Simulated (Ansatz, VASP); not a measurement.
## Ga2Sb2CO in VASP and in Ansatz

File INCAR:

```
PREC = Accurate ; ENCUT = 520
EDIFF = 1E-6 ; ISMEAR = 0
SIGMA = 0.1 ; LREAL = F
LASPH = T ; NELM = 60
ALGO = Normal ; ISIF = 2
LWAVE = F ; LCHARG = T
LDIPOL = T ; IDIPOL = 3
DIPOL = 0.5 0.5 0.352 ; GGA = PE
IVDW = 12 ; LELF = T
LVHAR = T ; LVACPOTAV = T
NBANDS = 32
```

File KPOINTS:

```
Automatic mesh
0
Gamma
  6 6 1
```

File POSCAR:

```
Ga2Sb2CO
1.0
    4.3343814647      0.0000000000      0.0000000000
   -2.1671907324      3.7536844581      0.0000000000
    0.0000000000      0.0000000000     23.6197422994
Sb Ga O C
2 2 1 1
Direct
    0.0000000000      0.0000000000      0.1693498578
    0.3333333333      0.6666666667      0.3259656336
    0.3333333333      0.6666666667      0.2068080104
    0.6666666667      0.3333333333      0.3585874135
    1.5555555556      0.7777777778      0.5025347927
    1.5555555556      0.7777777778      0.5512228768
```

Input for Ansatz:

```yaml
crystal:
  lattice:
    - [4.3343814647, 0.0, 0.0]
    - [-2.1671907324, 3.7536844581, 0.0]
    - [0.0, 0.0, 23.6197422994]
  atoms:
    - { symbol: Sb, position: [0.0, 0.0, 0.1693498578] }
    - { symbol: Ga, position: [0.3333333333, 0.6666666667, 0.2068080104] }
    - { symbol: Sb, position: [0.3333333333, 0.6666666667, 0.3259656336] }
    - { symbol: Ga, position: [0.6666666667, 0.3333333333, 0.3585874135] }
    - { symbol: O, position: [1.5555555556, 0.7777777778, 0.5025347927] }
    - { symbol: C, position: [1.5555555556, 0.7777777778, 0.5512228768] }
basis:
  ecutwfc: 420
kpoints:
  mp_grid: { grid: [6, 6, 1] }
hamiltonian:
  xc: pbe
  pseudopotentials: { kind: paw, azcp: { folder: soft_1 } }
  dispersion: d3bj
scf:
  occupations: { method: gaussian, width: 0.1 }
output:
  forces: true
  eigenvalues: true
efield:
  axis: 3
  dipole_correction: true
  ramp_width: 0.04
```

Alike in both runs: task single point; functional PBE; dispersion D3(BJ); k mesh 6 × 6 × 1; occupations gaussian, width 0.1 eV; no spin polarisation.

|  | VASP | Ansatz |
| --- | --- | --- |
| version | VASP 6.6.1 | Ansatz 0.2.0 |
| potentials or method | VASP PAW PBE potentials, release 64 (Sb, Ga_d, O, C), cutoff 520 eV | scalar-relativistic, plane waves, PAW |
| valence electrons in the cell | 46 | 66 |

Ansatz gave:

```
gap on the k mesh at the Fermi level (eV) : 0.03
least direct gap on the mesh (eV)         : 0.16
rms of the force components (eV/Å)        : 0.504
```

Task: Which values does VASP return?

Result: gap on the k mesh at the Fermi level (eV): 0.03; least direct gap on the mesh (eV): 0.15; rms of the force components (eV/Å): 0.236.

One of these differences is far larger than is usual between the two programs; its cause wasn't traced. VASP's potentials hold 46 valence electrons a cell and Ansatz's 66, so a difference there can come from the potentials and not from the codes.

Neither program's run includes spin-orbit coupling. Noted on VASP's run: the standard files for N, O and F lose accuracy on very short bonds.
